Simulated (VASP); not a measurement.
TiC: single point with PBE

TiC:

```
C Ti
1.0
    -0.15759    4.64437    4.51890
     4.32452    0.14914    4.21217
     4.46194    4.47506    0.01171
C Ti
8 8
Direct
  0.29541 0.06686 0.02507
  0.73761 0.05425 0.69246
  0.28294 0.23995 0.74712
  0.32694 0.76643 0.19788
  0.32390 0.73840 0.72617
  0.80492 0.24802 0.21741
  0.81875 0.22358 0.72295
  0.82315 0.76384 0.73475
  0.56889 0.99921 0.50977
  0.58271 0.50004 0.97815
  0.55516 0.47540 0.49728
  0.06390 0.98414 0.96411
  0.06936 0.48056 0.96983
  0.06333 0.50249 0.49549
  0.09504 0.00085 0.44364
  0.61067 0.96391 0.07927
```

```yaml
Program: VASP 6.6.1
Task: single point
Functional: PBE
Potentials_or_basis: VASP PAW PBE potentials, release 64 (C, Ti_sv)
Cutoff: 520 eV
k_mesh: 3 × 3 × 3
Occupations: gaussian, width 0.1 eV
Spin: no spin polarisation
```

```json
{
 "Pressure": "0.3 GPa",
 "Largest force": "0.053 eV/Å",
 "Band gap on the k mesh": "0.03 eV (least direct gap 0.17 eV)"
}
```

Forces in eV/Å, atoms in the order of the input:
```
C    0.010  0.010  0.013
C    0.013 -0.016 -0.015
C   -0.023 -0.012  0.029
C   -0.018  0.020 -0.025
C   -0.001 -0.007  0.002
C    0.002  0.008  0.000
C    0.026  0.007  0.036
C   -0.019  0.019 -0.033
Ti  -0.015 -0.021 -0.008
Ti  -0.002 -0.010 -0.020
Ti   0.020 -0.017  0.015
Ti  -0.016 -0.020 -0.031
Ti   0.025  0.003  0.005
Ti  -0.006 -0.014  0.008
Ti  -0.019  0.002  0.033
Ti   0.023  0.047 -0.009
```

Levels at points of the mesh, in eV from the valence-band top:
| k point | band 62 | band 63 | band 64 | band 65 | band 66 | band 67 |
| --- | --- | --- | --- | --- | --- | --- |
| (0.00, 0.00, 0.00) | -0.85 | -0.36 | -0.18 | 0.37 | 0.72 | 0.91 |

It took 6.4 min on 1 thread of Intel(R) Xeon(R) 6975P-C (Granite Rapids) (shared host), peak memory 0.37 GiB.

Caveat: the k points lie up to 0.43 Å⁻¹ apart; the smearing spreads over this small gap. A k mesh can miss the band edges.
